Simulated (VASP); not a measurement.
**Sn: single point with PBE**

Crystal: Sn.

```
Sn
1.0
     0.00000    2.41052    2.41052
     2.41052    0.00000    2.41052
     2.41052    2.41052    0.00000
Sn
1
Direct
  0.00000 0.00000 0.00000
```

```json
{"Program": "VASP 6.6.1", "Task": "single point", "Functional": "PBE", "Potentials or basis": "VASP PAW PBE potentials, release 64 (Sn_d)", "Cutoff": "520 eV", "k mesh": "16 × 16 × 16", "Occupations": "gaussian, width 0.1 eV", "Spin": "no spin polarisation"}
```

| Quantity | Value |
| --- | --- |
| Pressure | -0.1 GPa |
| Band gap on the k mesh | zero (band 7 reaches 15.24 eV, above the bottom of band 8 at 5.88 eV) |

Levels at points of the mesh, in eV from the Fermi level:
```csv
k point,band 4,band 5,band 6,band 7,band 8,band 9,band 10,band 11
"(0.00, 0.00, 0.00)",-21.53,-21.53,-10.97,7.41,7.41,7.41,10.52,11.60
"(0.50, 0.00, 0.00)",-21.46,-21.46,-6.80,-4.53,5.56,5.56,9.90,9.91
"(0.50, 0.50, 0.00)",-21.44,-21.44,-4.97,-3.55,1.98,1.98,5.26,5.67
```

It took 2.1 min on 1 thread of AMD EPYC 7R43 64-Core Processor (Zen 3), on a shared host, peak memory 0.15 GiB.

Caveat: spin-orbit coupling is left out, which moves the levels of the heavy elements.
